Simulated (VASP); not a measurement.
Runs of VASP 6.6.1 on PdI. The structure is that of space group Pm-3m (No. 221), or close to it. The cells are those of the table. 

```tsv
task	cell	k mesh	gap on the mesh (eV)	pressure (GPa)	relaxed volume (Å³/atom)
single point	a = 3.586 Å, 2 atoms	4 × 4 × 4	none	-0.3	-
relaxation of cell and atoms	relaxed from a = 3.573 Å, 2 atoms	6 × 6 × 6	none	0.1	-
single point	a = 3.877 Å, 2 atoms	6 × 6 × 6	none	(a)	-
relaxation of cell and atoms	relaxed from a = 3.586 Å, 2 atoms	6 × 6 × 6	none	0.2	22.75
relaxation of cell and atoms	relaxed from a = 3.877 Å, 2 atoms	4 × 4 × 4	none	-0.1	22.96
single point	a = 3.573 Å, 2 atoms	6 × 6 × 6	none	(b)	-
single point	a = 3.570 Å, 2 atoms	6 × 6 × 6	none	0.2	-
single point	a = 3.585, b = 3.585, c = 3.548 Å, 2 atoms	6 × 6 × 4	none	0.1	-
```

Alike in all rows: level PBE; potentials or basis VASP PAW PBE potentials, release 64 (Pd, I); no spin polarisation; cutoff (eV) 500; smearing gaussian 0.1 eV.

**Question.** Fill in the values left out.

**Answer.** (a) -7.5; (b) 0.0.

Caveats: some runs use coarse meshes; spin-orbit coupling is left out, which moves the levels of the heavy elements; an odd number of electrons without spin polarisation forces a metal; a magnetic or distorted state may lie lower; the relaxation stopped at its first step, so nothing moved (some runs); the volume moved by over 15 % at a fixed basis, so the end points are rough (some runs).

A k mesh can miss the band edges, and the runs leave out spin-orbit coupling on I, Pd.

A gap of «none» marks levels without a gap at the run's occupations.
